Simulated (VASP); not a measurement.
# MgO in VASP: a series of runs, part 2 of 2

VASP 6.6.1.

## (3) Single point, r2SCAN

The input, POSCAR:

```
MgO
1.0
    2.9728306121      0.0000000000      0.0000000000
    0.0000000000      2.9728306121      0.0000000000
    0.0000000000      0.0000000000     25.5105434258
Mg O
6 6
Direct
    0.5000000000      0.5000000000      0.2939960892
    0.0000000000      0.0000000000      0.3763976535
    0.5000000000      0.5000000000      0.4587992178
    0.0000000000      0.0000000000      0.5412007822
    0.5000000000      0.5000000000      0.6236023465
    0.0000000000      0.0000000000      0.7060039108
    0.0000000000      0.0000000000      0.2939960892
    0.5000000000      0.5000000000      0.3763976535
    0.0000000000      0.0000000000      0.4587992178
    0.5000000000      0.5000000000      0.5412007822
    0.0000000000      0.0000000000      0.6236023465
    0.5000000000      0.5000000000      0.7060039108
```

The input, INCAR.step1:

```
SYSTEM = MgO
PREC = Accurate
ENCUT = 520
ISMEAR = -1
SIGMA = 0.3
LREAL = .FALSE.
LASPH = .TRUE.
NELM = 80
LDIPOL = .TRUE.
IDIPOL = 3
DIPOL = 0.5 0.5 0.500
NBANDS = 36
GGA = PE
ALGO = Normal
EDIFF = 1E-4
LWAVE = .TRUE.
LCHARG = .FALSE.
```

The input, INCAR.step2:

```
SYSTEM = MgO
PREC = Accurate
ENCUT = 520
EDIFF = 1E-7
ISMEAR = -1
SIGMA = 0.3
LREAL = .FALSE.
LASPH = .TRUE.
NELM = 80
ALGO = Normal
ISIF = 2
LWAVE = .FALSE.
LCHARG = .FALSE.
LDIPOL = .TRUE.
IDIPOL = 3
DIPOL = 0.5 0.5 0.500
METAGGA = R2SCAN
LMIXTAU = .TRUE.
NBANDS = 36
ISTART = 1
```

The input, KPOINTS:

```
Automatic mesh
0
G
  9 9 1
  0 0 0
```

Potentials or basis: VASP PAW PBE potentials, release 64 (Mg, O).

Command:

```sh
$ cat potpaw_PBE.64/Mg/POTCAR potpaw_PBE.64/O/POTCAR > POTCAR
$ cp INCAR.step1 INCAR
$ mpirun -np 1 vasp_std > vasp.out
$ cp INCAR.step2 INCAR
$ mpirun -np 1 vasp_std > vasp.out
```

OUTCAR:

```text
SYSTEM = MgO
   PREC = Accurate
   ENCUT = 520
   EDIFF = 1E-7
   ISMEAR = -1
   LREAL = .FALSE.
   LASPH = .TRUE.
   NELM = 80
   ISIF = 2
   METAGGA = R2SCAN
   ISTART = 1

 ion  position               nearest neighbor table
   1  0.500  0.500  0.294-   8 2.10   7 2.10   7 2.10   7 2.10   7 2.10   2 2.97   2 2.97   2 2.97
                             2 2.97
   2  0.000  0.000  0.376-   7 2.10   9 2.10   8 2.10   8 2.10   8 2.10   8 2.10   3 2.97   3 2.97
                             1 2.97   3 2.97   1 2.97   1 2.97   3 2.97   1 2.97
   3  0.500  0.500  0.459-   8 2.10   9 2.10   9 2.10   9 2.10   9 2.10  10 2.10   2 2.97   2 2.97
                             2 2.97   2 2.97   4 2.97   4 2.97   4 2.97   4 2.97
   4  0.000  0.000  0.541-  11 2.10  10 2.10  10 2.10  10 2.10  10 2.10   9 2.10   5 2.97   5 2.97
                             5 2.97   5 2.97   3 2.97   3 2.97   3 2.97   3 2.97
   5  0.500  0.500  0.624-  10 2.10  12 2.10  11 2.10  11 2.10  11 2.10  11 2.10   6 2.97   6 2.97
                             4 2.97   6 2.97   4 2.97   4 2.97   6 2.97   4 2.97
   6  0.000  0.000  0.706-  11 2.10  12 2.10  12 2.10  12 2.10  12 2.10   5 2.97   5 2.97   5 2.97
                             5 2.97
   7  0.000  0.000  0.294-   2 2.10   1 2.10   1 2.10   1 2.10   1 2.10
   8  0.500  0.500  0.376-   1 2.10   3 2.10   2 2.10   2 2.10   2 2.10   2 2.10
   9  0.000  0.000  0.459-   2 2.10   3 2.10   3 2.10   3 2.10   3 2.10   4 2.10
  10  0.500  0.500  0.541-   5 2.10   4 2.10   4 2.10   4 2.10   4 2.10   3 2.10
[... 802 lines left out ...]
  -------------------------------------------------------------------------------------
  Total       -4.7061843     -4.7061843     -0.6351767      0.0000000      0.0000000      0.0000000
  in kB      -33.4440971    -33.4440971     -4.5138291      0.0000000      0.0000000      0.0000000
  external PRESSURE =     -23.8006744 kB  Pullay stress =       0.0000000 kB

 VOLUME and BASIS-vectors are now :
 -----------------------------------------------------------------------------
  energy-cutoff  :      520.00
  volume of cell :      225.46
      direct lattice vectors                 reciprocal lattice vectors
     2.972830612  0.000000000  0.000000000     0.336379744  0.000000000  0.000000000
     0.000000000  2.972830612  0.000000000     0.000000000  0.336379744  0.000000000
     0.000000000  0.000000000 25.510543426     0.000000000  0.000000000  0.039199479

 POSITION                                       TOTAL-FORCE (eV/Angst)
 -----------------------------------------------------------------------------------
      1.48642      1.48642      7.50000         0.000000      0.000000      0.476849
      0.00000      0.00000      9.60211        -0.000000     -0.000000      0.003972
      1.48642      1.48642     11.70422         0.000000     -0.000000      0.006221
      0.00000      0.00000     13.80633         0.000000     -0.000000     -0.006221
      1.48642      1.48642     15.90843         0.000000     -0.000000     -0.003972
      0.00000      0.00000     18.01054         0.000000     -0.000000     -0.476849
      0.00000      0.00000      7.50000         0.000000     -0.000000     -0.434036
      1.48642      1.48642      9.60211         0.000000      0.000000      0.002816
      0.00000      0.00000     11.70422         0.000000     -0.000000      0.000204
      1.48642      1.48642     13.80633        -0.000000     -0.000000     -0.000204
      0.00000      0.00000     15.90843         0.000000     -0.000000     -0.002816
      1.48642      1.48642     18.01054         0.000000     -0.000000      0.434036
 -----------------------------------------------------------------------------------
    total drift:                                0.000000     -0.000000      0.000000

  FREE ENERGIE OF THE ION-ELECTRON SYSTEM (eV)
  ---------------------------------------------------
  free  energy   TOTEN  =       -95.7169072393 eV

  energy  without entropy=      -95.7121398397  energy(sigma->0) =      -95.71452354

 vacuum level on the upper side and lower side of the slab         3.860         3.860
```

OSZICAR.step1:

```text
N       E                     dE             d eps       ncg     rms          rms(c)
DAV:   1     0.356796761404E+03    0.35680E+03   -0.21231E+04  1088   0.112E+03
DAV:   2    -0.363860569549E+02   -0.39318E+03   -0.36964E+03  1504   0.267E+02
DAV:   3    -0.806678674987E+02   -0.44282E+02   -0.43912E+02  1364   0.944E+01
DAV:   4    -0.815028001518E+02   -0.83493E+00   -0.83295E+00  1368   0.153E+01
DAV:   5    -0.815151548893E+02   -0.12355E-01   -0.12343E-01  1352   0.179E+00    0.183E+01
DAV:   6    -0.708940753670E+02    0.10621E+02   -0.39499E+01  1364   0.309E+01    0.567E+00
DAV:   7    -0.707480276645E+02    0.14605E+00   -0.16362E+00  1356   0.525E+00    0.382E+00
DAV:   8    -0.705031806816E+02    0.24485E+00   -0.57319E-01  1360   0.560E+00    0.973E-01
DAV:   9    -0.704727747538E+02    0.30406E-01   -0.17115E-01  1324   0.201E+00    0.349E-01
DAV:  10    -0.704667440688E+02    0.60307E-02   -0.20173E-02  1344   0.676E-01    0.346E-01
DAV:  11    -0.704646628758E+02    0.20812E-02   -0.19497E-03  1308   0.352E-01    0.247E-01
DAV:  12    -0.704622989708E+02    0.23639E-02   -0.99119E-03  1308   0.641E-01    0.776E-02
DAV:  13    -0.704622459587E+02    0.53012E-04   -0.16137E-03  1260   0.234E-01    0.675E-02
DAV:  14    -0.704631981940E+02   -0.95224E-03   -0.18835E-03  1184   0.239E-01    0.699E-02
DAV:  15    -0.704632286438E+02   -0.30450E-04   -0.52497E-04  1088   0.158E-01
   1 F= -.70463229E+02 E0= -.70457694E+02  d E =-.110700E-01
```

Wall time 5.5 min (1 thread of Intel Xeon 6975P-C (Granite Rapids), shared host); peak memory 0.41 GiB.

What came out:

```
Free energy            : -95.7169 eV
Largest force          : 0.477 eV/Å
Band gap on the k mesh : 3.94 eV
```

Forces in eV/Å, atoms in the order of the input:
```
Mg   0.000  0.000  0.477
Mg   0.000  0.000  0.004
Mg   0.000  0.000  0.006
Mg   0.000  0.000 -0.006
Mg   0.000  0.000 -0.004
Mg   0.000  0.000 -0.477
O    0.000  0.000 -0.434
O    0.000  0.000  0.003
O    0.000  0.000  0.000
O    0.000  0.000  0.000
O    0.000  0.000 -0.003
O    0.000  0.000  0.434
```

Caveat: so wide a smearing shifts energies and pressures; the PAW data sets were made with another functional, which shifts forces and pressure a little.

## (4) Single point, r2SCAN

POSCAR is that of step 3.

The input, INCAR.step1:

```
SYSTEM = MgO
PREC = Accurate
ENCUT = 520
ISMEAR = 0
SIGMA = 0.05
LREAL = .False.
LASPH = .True.
NELM = 60
LDIPOL = .True.
IDIPOL = 3
DIPOL = 0.5 0.5 0.500
NBANDS = 36
GGA = PE
ALGO = Normal
EDIFF = 1E-4
LWAVE = .True.
LCHARG = .False.
```

The input, INCAR.step2:

```
SYSTEM = MgO
PREC = Accurate
ENCUT = 520
EDIFF = 1E-6
ISMEAR = 0
SIGMA = 0.05
LREAL = .False.
LASPH = .True.
NELM = 60
ALGO = Normal
ISIF = 2
LWAVE = .False.
LCHARG = .False.
LDIPOL = .True.
IDIPOL = 3
DIPOL = 0.5 0.5 0.500
METAGGA = R2SCAN
LMIXTAU = .True.
NBANDS = 36
ISTART = 1
```

The input, KPOINTS:

```
Automatic mesh
0
Gamma
  13 13 1
  0 0 0
```

Potentials or basis: VASP PAW PBE potentials, release 64 (Mg, O).

Command:

```sh
$ cat potpaw_PBE.64/Mg/POTCAR potpaw_PBE.64/O/POTCAR > POTCAR
$ cp INCAR.step1 INCAR
$ mpirun -np 1 vasp_std > vasp.out
$ cp INCAR.step2 INCAR
$ mpirun -np 1 vasp_std > vasp.out
```

OUTCAR:

```text
SYSTEM = MgO
   PREC = Accurate
   ENCUT = 520
   EDIFF = 1E-6
   ISMEAR = 0
   LREAL = .False.
   LASPH = .True.
   NELM = 60
   ISIF = 2
   METAGGA = R2SCAN
   ISTART = 1

 ion  position               nearest neighbor table
   1  0.500  0.500  0.294-   8 2.10   7 2.10   7 2.10   7 2.10   7 2.10   2 2.97   2 2.97   2 2.97
                             2 2.97
   2  0.000  0.000  0.376-   7 2.10   9 2.10   8 2.10   8 2.10   8 2.10   8 2.10   3 2.97   3 2.97
                             1 2.97   3 2.97   1 2.97   1 2.97   3 2.97   1 2.97
[... 1185 lines left out ...]
  energy-cutoff  :      520.00
  volume of cell :      225.46
      direct lattice vectors                 reciprocal lattice vectors
     2.972830612  0.000000000  0.000000000     0.336379744  0.000000000  0.000000000
     0.000000000  2.972830612  0.000000000     0.000000000  0.336379744  0.000000000
     0.000000000  0.000000000 25.510543426     0.000000000  0.000000000  0.039199479

 POSITION                                       TOTAL-FORCE (eV/Angst)
 -----------------------------------------------------------------------------------
      1.48642      1.48642      7.50000         0.000000      0.000000      0.481029
      0.00000      0.00000      9.60211        -0.000000      0.000000      0.006585
      1.48642      1.48642     11.70422         0.000000     -0.000000      0.007145
      0.00000      0.00000     13.80633         0.000000     -0.000000     -0.007145
      1.48642      1.48642     15.90843         0.000000      0.000000     -0.006585
      0.00000      0.00000     18.01054        -0.000000      0.000000     -0.481029
      0.00000      0.00000      7.50000         0.000000     -0.000000     -0.438013
      1.48642      1.48642      9.60211         0.000000      0.000000      0.000139
      0.00000      0.00000     11.70422        -0.000000     -0.000000     -0.000667
      1.48642      1.48642     13.80633         0.000000      0.000000      0.000667
      0.00000      0.00000     15.90843        -0.000000      0.000000     -0.000139
      1.48642      1.48642     18.01054         0.000000      0.000000      0.438013
 -----------------------------------------------------------------------------------
    total drift:                               -0.000000     -0.000000      0.000000

  FREE ENERGIE OF THE ION-ELECTRON SYSTEM (eV)
  ---------------------------------------------------
  free  energy   TOTEN  =       -95.7164035303 eV

  energy  without entropy=      -95.7164035303  energy(sigma->0) =      -95.71640353

 vacuum level on the upper side and lower side of the slab         3.879         3.879
```

OUTCAR.step1:

```text
SYSTEM = MgO
   PREC = Accurate
   ENCUT = 520
   ISMEAR = 0
   LREAL = .False.
   LASPH = .True.
   NELM = 60
   GGA = PE
[... 1209 lines left out ...]
      0.00000      0.00000     15.90843         0.000000      0.000000      0.000490
      1.48642      1.48642     18.01054         0.000000      0.000000      0.611312
 -----------------------------------------------------------------------------------
    total drift:                                0.000000     -0.000000      0.000000

  FREE ENERGIE OF THE ION-ELECTRON SYSTEM (eV)
  ---------------------------------------------------
  free  energy   TOTEN  =       -70.4618095017 eV

  energy  without entropy=      -70.4618095017  energy(sigma->0) =      -70.46180950

 vacuum level on the upper side and lower side of the slab         3.120         3.120
```

Wall time 8.2 min (1 thread of Intel Xeon 6975P-C (Granite Rapids), shared host); peak memory 0.47 GiB.

Results:

```
Free energy            : -95.7164 eV
Largest force          : 0.481 eV/Å
Band gap on the k mesh : 3.95 eV
```

Forces in eV/Å, atoms in the order of the input:
```
Mg   0.000  0.000  0.481
Mg   0.000  0.000  0.007
Mg   0.000  0.000  0.007
Mg   0.000  0.000 -0.007
Mg   0.000  0.000 -0.007
Mg   0.000  0.000 -0.481
O    0.000  0.000 -0.438
O    0.000  0.000  0.000
O    0.000  0.000 -0.001
O    0.000  0.000  0.001
O    0.000  0.000  0.000
O    0.000  0.000  0.438
```

Levels at points of the mesh, in eV from the valence-band top:
```tsv
k point	band 21	band 22	band 23	band 24	band 25	band 26	band 27	band 28
(0.00, 0.00, 0.00)	-0.16	-0.16	0.00	0.00	3.95	4.01	5.33	6.11
```

Caveat: the PAW data sets were made with another functional, which shifts forces and pressure a little.

## (5) The runs side by side

| k mesh | smearing | dipole correction | gap on the mesh (eV) | largest force (eV/Å) |
| --- | --- | --- | --- | --- |
| 9 × 9 × 1 | gaussian 0.05 eV | no | 3.95 | 0.48 |
| 9 × 9 × 1 | fermi-dirac 0.3 eV | yes | 3.94 | 0.48 |
| 13 × 13 × 1 | gaussian 0.05 eV | yes | 3.95 | 0.48 |

Alike in all rows: task single point; level r2SCAN; potentials or basis VASP PAW PBE potentials, release 64 (Mg, O); no spin polarisation; cell as given; cutoff (eV) 520.

Caveats: the PAW data sets were made with another functional, which shifts forces and pressure a little; there is no dipole correction, which matters where the two faces differ (at least some runs); so wide a smearing shifts energies and pressures (at least some runs).

Total energies depend on the potentials used, so only differences within one code and one set of settings carry meaning.
